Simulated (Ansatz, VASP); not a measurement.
## InSb in VASP and in Ansatz

The input INCAR:

```
PREC     = Accurate       # precision mode
ENCUT    = 520            # plane-wave cutoff, eV
EDIFF    = 1E-7           # SCF threshold, eV
ISMEAR   = 0              # smearing method
SIGMA    = 0.15           # smearing width, eV
LREAL    = False          # projectors in reciprocal space
LASPH    = True           # aspherical terms in the spheres
NELM     = 60             # most SCF steps
ALGO     = Normal         # electronic algorithm
ISIF     = 2              # what is computed and relaxed
LWAVE    = False          # write WAVECAR
LCHARG   = True           # write CHGCAR
GGA      = PS             # functional
LELF     = True           # ELF
LVHAR    = True         
NBANDS   = 16             # bands
```

The input KPOINTS:

```
Automatic mesh
0
Gamma
  12 12 12
```

The input POSCAR:

```
InSb
1.0
    0.0000000000      3.4982280000      2.9799720000
    3.4982280000      0.0000000000      2.9799720000
    3.4982280000      3.4982280000      0.0000000000
In Sb
1 1
Direct
    0.0000000000      0.0000000000      0.0000000000
    0.7500000000      0.7500000000      0.7500000000
```

Input for Ansatz:

```yaml
crystal:
  lattice:
    - [0.0, 3.498228, 2.979972]
    - [3.498228, 0.0, 2.979972]
    - [3.498228, 3.498228, 0.0]
  atoms:
    - { symbol: In, position: [0.0, 0.0, 0.0] }
    - { symbol: Sb, position: [0.75, 0.75, 0.75] }
basis:
  ecutwfc: 420
kpoints:
  mp_grid: { grid: [12, 12, 12] }
hamiltonian:
  xc: pbesol
scf:
  occupations: { method: gaussian, width: 0.15 }
output:
  forces: true
  stress: true
  eigenvalues: true
```

Change from the starting cell: strain +0.080 along x and y, -0.080 along z, atoms carried along.

Alike in both runs: task single point; functional PBEsol; k mesh 12 × 12 × 12; occupations gaussian, width 0.15 eV; no spin polarisation.

```csv
,VASP,Ansatz
version,VASP 6.6.1,Ansatz 0.2.0
potentials or method,"VASP PAW PBE potentials, release 64 (In_d, Sb), cutoff 520 eV","scalar-relativistic, plane waves, PAW"
valence electrons in the cell,18,28
```

Ansatz gave:

- gap on the k mesh at the Fermi level (eV): 0.04
- least direct gap on the mesh (eV): 0.51
- pressure (GPa): -2.2
- traceless stress, the component that is largest in VASP (GPa): 2.17

Which values does VASP return?

gap on the k mesh at the Fermi level (eV): 0.03; least direct gap on the mesh (eV): 0.51; pressure (GPa): -2.2; traceless stress, the component that is largest in VASP (GPa): 2.16.

VASP's potentials were made for PBE, not for PBEsol. The functional is the same, so the differences come from potentials, cutoffs and numerics. VASP's potentials hold 18 valence electrons a cell and Ansatz's 28, so a difference there can come from the potentials and not from the codes.

Neither program's run includes spin-orbit coupling.
